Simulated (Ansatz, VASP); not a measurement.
# Ge2Sb2Te5 in VASP and in Ansatz

INCAR

```
SYSTEM = Ge2Sb2Te5
  ALGO = Normal
  EDIFF = 1E-7
  ENCUT = 520
  GGA = CA
  ISIF = 2
  ISMEAR = 0
  LASPH = .True.
  LCHARG = .False.
  LREAL = .False.
  LWAVE = .False.
  NBANDS = 44
  NELM = 80
  PREC = Accurate
  SIGMA = 0.05
```

File KPOINTS:

```
k-points
0
Gamma
  10 10 2
  0 0 0
```

File POSCAR:

```
Ge2Sb2Te5
1.0
    4.1349400957      0.0000000000      0.0000000000
   -2.0674700478      3.5809631660      0.0000000000
    0.0000000000      0.0000000000     17.3354223344
Ge Sb Te
2 2 5
Direct
    0.3333333333      0.6666666667      0.4514350620
    0.6666666667      0.3333333333      0.5485649380
    0.3333333333      0.6666666667      0.1149472102
    0.6666666667      0.3333333333      0.8850527898
    0.0000000000      0.0000000000      0.0000000000
    0.3333333333      0.6666666667      0.7847686749
    0.6666666667      0.3333333333      0.2152313251
    0.0000000000      0.0000000000      0.3691829141
    0.0000000000      0.0000000000      0.6308170859
```

Input for Ansatz:

```yaml
crystal:
  lattice:
    - [4.1349400957, 0.0, 0.0]
    - [-2.0674700478, 3.580963166, 0.0]
    - [0.0, 0.0, 17.3354223344]
  atoms:
    - { symbol: Ge, position: [0.3333333333, 0.6666666667, 0.451435062] }
    - { symbol: Ge, position: [0.6666666667, 0.3333333333, 0.548564938] }
    - { symbol: Sb, position: [0.3333333333, 0.6666666667, 0.1149472102] }
    - { symbol: Sb, position: [0.6666666667, 0.3333333333, 0.8850527898] }
    - { symbol: Te, position: [0.0, 0.0, 0.0] }
    - { symbol: Te, position: [0.3333333333, 0.6666666667, 0.7847686749] }
    - { symbol: Te, position: [0.6666666667, 0.3333333333, 0.2152313251] }
    - { symbol: Te, position: [0.0, 0.0, 0.3691829141] }
    - { symbol: Te, position: [0.0, 0.0, 0.6308170859] }
scf:
  occupations: { method: gaussian, width: 0.05 }
output:
  forces: true
  stress: false
hamiltonian:
  xc: lda
kpoints:
  mp_grid: { grid: [10, 10, 2] }
```

Alike in both runs: task single point; functional LDA; k mesh 10 × 10 × 2; occupations gaussian, width 0.05 eV; no spin polarisation.

|  | VASP | Ansatz |
| --- | --- | --- |
| version | VASP 6.6.1 | Ansatz 0.2.0 |
| potentials or method | VASP PAW LDA potentials, release 64 (Ge_d, Sb, Te) | scalar-relativistic, plane waves, PAW |
| plane-wave cutoff (eV) | 520 | 420 |
| valence electrons in the cell | 68 | 138 |

|  | VASP | Ansatz | Ansatz less VASP |
| --- | --- | --- | --- |
| rms of the force components (eV/Å) | 0.022 | 0.000 | -0.0220 |

LDA's correlation is that of Perdew and Zunger in VASP and of Perdew and Wang (1992) in Ansatz. Atom by atom the forces differ by 0.022 eV/Å (rms over components). VASP's potentials hold 68 valence electrons a cell and Ansatz's 138, so a difference there can come from the potentials and not from the codes.

Neither program's run includes spin-orbit coupling.
